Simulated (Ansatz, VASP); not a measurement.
CuRu4 in VASP and in Ansatz

Contents of INCAR:

```
PREC = Accurate
ENCUT = 520
EDIFF = 1E-7
ISMEAR = 0
SIGMA = 0.1
LREAL = False
LASPH = True
NELM = 60
ALGO = Normal
ISIF = 2
LWAVE = False
LCHARG = False
GGA = PE
NBANDS = 42
```

KPOINTS

```
Automatic mesh
0
Gamma
  6 6 2
```

The input POSCAR:

```
CuRu4
1.0
    2.7722288600      0.0000000000      0.0000000000
   -1.3861144300      2.4008206200      0.0000000000
    0.0000000000      0.0000000000      8.9140502800
Cu Ru
1 4
Direct
    0.0000000000      0.0000000000      0.0000000000
    0.3333333300      0.6666666700      0.8658552800
    0.3333333300      0.6666666700      0.3767953500
    0.6666666700      0.3333333300      0.1341447200
    0.6666666700      0.3333333300      0.6232046500
```

Input for Ansatz:

```yaml
crystal:
  lattice:
    - [2.77222886, 0.0, 0.0]
    - [-1.38611443, 2.40082062, 0.0]
    - [0.0, 0.0, 8.91405028]
  atoms:
    - { symbol: Cu, position: [0.0, 0.0, 0.0] }
    - { symbol: Ru, position: [0.33333333, 0.66666667, 0.86585528] }
    - { symbol: Ru, position: [0.33333333, 0.66666667, 0.37679535] }
    - { symbol: Ru, position: [0.66666667, 0.33333333, 0.13414472] }
    - { symbol: Ru, position: [0.66666667, 0.33333333, 0.62320465] }
basis:
  ecutwfc: 420
kpoints:
  mp_grid: { grid: [6, 6, 2] }
hamiltonian:
  xc: pbe
scf:
  occupations: { method: gaussian, width: 0.1 }
  lower_state_search: "off"
output:
  forces: true
  stress: true
  eigenvalues: true
```

Change from the starting cell: species swapped into the Co4H type (P-3m1, No. 164).

Alike in both runs: task single point; functional PBE; k mesh 6 × 6 × 2; occupations gaussian, width 0.1 eV; no spin polarisation.

```csv
,VASP,Ansatz
version,VASP 6.6.1,Ansatz 0.2.0
potentials or method,"VASP PAW PBE potentials, release 64 (Cu, Ru_pv), cutoff 520 eV","scalar-relativistic, plane waves, PAW"
valence electrons in the cell,67,83
```

```csv
,VASP,Ansatz,Ansatz less VASP
gap on the k mesh at the Fermi level (eV),none,none,-
rms of the force components (eV/Å),6.657,6.487,-0.1703
```

Atom by atom the forces differ by 0.171 eV/Å (rms over components). A gap of «none» marks a metal or a gap that the smearing closes. With one functional, cell and mesh, what is left measures potentials, basis and numerics. VASP's potentials hold 67 valence electrons a cell and Ansatz's 83, so a difference there can come from the potentials and not from the codes.

The k mesh is coarse, so the values compare programs but aren't converged.
